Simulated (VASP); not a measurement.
Crystal: Si.

```xyz
1
Lattice="-1.6269 1.6269 1.3203 1.6269 -1.6269 1.3203 1.6269 1.6269 -1.3203" Properties=species:S:1:pos:R:3 pbc="T T T"
Si    0.0000    0.0000    0.0000
```

```yaml
Program: VASP 6.6.1
Task: relaxation of cell and atoms
Functional: RPBE
Dispersion: D4
Potentials_or_basis: VASP PAW PBE potentials, release 64 (Si)
Cutoff: 600 eV
k_mesh: 13 × 13 × 13
Occupations: fermi-dirac, width 0.05 eV
Spin: no spin polarisation
```

At the start: pressure -5.6 GPa; volume 13.98 Å³/atom.

Q: How do energy, volume and symmetry change on relaxing?

A: Over 12 steps the energy falls by 20.2 meV/atom and the volume is 13.26 Å³/atom (-5.1 %); space group I4/mmm (No. 139, to 0.1 Å) before and after.

The path:
```csv
step,energy change (eV),largest force (eV/Å),pressure (GPa),volume (Å³)
1,0.0000,0.0000,-5.63,13.98
2,-0.0154,0.0000,1.98,13.01
3,-0.0162,0.0000,0.47,13.17
4,-0.0187,0.0000,0.78,13.16
5,-0.0192,0.0000,1.27,13.13
6,-0.0198,0.0000,1.03,13.14
7,-0.0198,0.0000,1.11,13.14
8,-0.0198,0.0000,1.09,13.14
9,-0.0201,0.0000,-0.58,13.33
10,-0.0202,0.0000,0.05,13.26
11,-0.0202,0.0000,0.06,13.26
12,-0.0202,0.0000,0.01,13.26
```

Final structure:
```
Si
1.0
    -1.62101    1.62101    1.26203
     1.62101   -1.62101    1.26203
     1.62101    1.62101   -1.26203
Si
1
Direct
  0.00000 0.00000 0.00000
```

Caveat: the PAW data sets were made with another functional, which shifts forces and pressure a little.
